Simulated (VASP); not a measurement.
Input of a VASP 6.6.1 run:

File INCAR:

```
SYSTEM = Te
PREC     = Accurate       ! precision mode
ENCUT    = 520            ! plane-wave cutoff, eV
EDIFF    = 1E-7           ! SCF threshold, eV
ISMEAR   = -1             ! smearing method
SIGMA    = 0.1            ! smearing width, eV
LREAL    = .False.        ! projectors in reciprocal space
LASPH    = .True.         ! aspherical terms in the spheres
NELM     = 60             ! most SCF steps
ALGO     = Normal         ! electronic algorithm
ISIF     = 2              ! what is computed and relaxed
LWAVE    = .False.        ! write WAVECAR
LCHARG   = .False.        ! write CHGCAR
GGA      = PE             ! functional
NBANDS   = 16             ! bands
```

Contents of KPOINTS:

```
regular mesh
0
Gamma
  7 7 9
  0 0 0
```

POSCAR

```
Te
1.0
    4.3805397976      0.0000000000      0.0000000000
   -2.1902698988      3.7936587470      0.0000000000
    0.0000000000      0.0000000000      2.6202316619
Te
3
Direct
    0.0000000000      0.0000000000      0.0000000000
    0.3333333333      0.6666666667      0.5000000000
    0.6666666667      0.3333333333      0.5000000000
```

Potentials or basis: VASP PAW PBE potentials, release 64 (Te).

Run with:

```sh
$ cat potpaw_PBE.64/Te/POTCAR > POTCAR
$ mpirun -np 1 vasp_std > vasp.out
```

(1) Predict the pressure.

(2) What does it give for the band gap on the k mesh?

Answers

(1) 185.4 GPa.

(2) zero (bands 9 and 10 overlap by 11.04 eV).

Caveat: the cell stands under pressure; spin-orbit coupling is left out, which moves the levels of the heavy elements.
